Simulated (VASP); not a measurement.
The system is In3Sb2As.

```
In Sb As
1.0
     5.73649    0.00000    0.00000
     0.00000    8.94170    0.00000
     0.00000    0.00000    3.13067
In Sb As
3 2 1
Cartesian
  0.0000 7.4514 0.0000
  0.0000 4.4708 0.0000
  0.0000 1.4903 0.0000
  2.8682 7.4514 0.7827
  2.8682 1.4903 0.7827
  2.8682 4.4708 0.7827
```

```yaml
Program: VASP 6.6.1
Task: relaxation of cell and atoms
Functional: PBE
Potentials_or_basis: VASP PAW PBE potentials, release 64 (In_d, Sb, As)
Cutoff: 600 eV
k_mesh: 4 × 2 × 6
Occupations: gaussian, width 0.1 eV
Spin: no spin polarisation
```

At the start: pressure 1.9 GPa; volume 26.76 Å³/atom.

How do energy, volume and symmetry change on relaxing?

Over 58 steps the energy falls by 58.1 meV/atom and the volume is 27.78 Å³/atom (+3.8 %); space group Pmm2 (No. 25, to 0.1 Å) before and after.

The path:
```
step  energy change (eV)  largest force (eV/Å)  pressure (GPa)  volume (Å³)
   1              0.0000                0.6844            1.89       160.58
   3             -0.1694                0.1997           -1.18       171.50
   5             -0.2175                0.1068           -0.65       169.73
   7             -0.2314                0.0937            0.05       166.87
   9             -0.2342                0.0916           -0.01       166.98
  11             -0.2373                0.0914            0.01       167.00
  13             -0.2420                0.2153            0.11       167.06
  15             -0.2440                0.1762            0.06       167.16
  17             -0.2559                0.1619           -0.15       168.10
  19             -0.2557                0.2109           -1.04       171.90
  21             -0.2701                0.1161           -0.55       169.82
  23             -0.2819                0.1895           -0.07       168.37
  25             -0.2837                0.1894           -0.03       168.19
  27             -0.2875                0.1468            0.20       167.38
  29             -0.2902                0.1528            0.10       167.67
  31             -0.3010                0.0825            0.06       167.89
  33             -0.3038                0.1079            0.01       168.06
  35             -0.3083                0.0740           -0.07       168.30
  37             -0.3092                0.0760            0.11       167.69
  39             -0.3097                0.0755            0.17       167.44
  41             -0.3137                0.0746            0.14       167.43
  43             -0.3261                0.0847           -0.05       167.39
  45             -0.3297                0.1162           -0.20       167.36
  47             -0.3314                0.1172           -0.18       167.28
  49             -0.3377                0.1182           -0.16       166.93
  51             -0.3435                0.1032           -0.08       166.39
  53             -0.3464                0.0491            0.22       165.89
  55             -0.3475                0.0649            0.11       166.06
  57             -0.3483                0.0419           -0.11       166.82
  58             -0.3487                0.0360           -0.07       166.69
```

Final structure:
```
In Sb As
1.0
     6.12166    0.00000    0.00000
     0.00000    8.94222    0.00000
     0.00000    0.00000    3.04499
In Sb As
3 2 1
Direct
  0.00000 0.82750 0.99176
  0.00000 0.50000 0.35939
  0.00000 0.17250 0.99176
  0.50000 0.82485 0.11352
  0.50000 0.17515 0.11352
  0.50000 0.50000 0.18006
```

Caveat: the highest band is partly filled, so the run has too few bands.
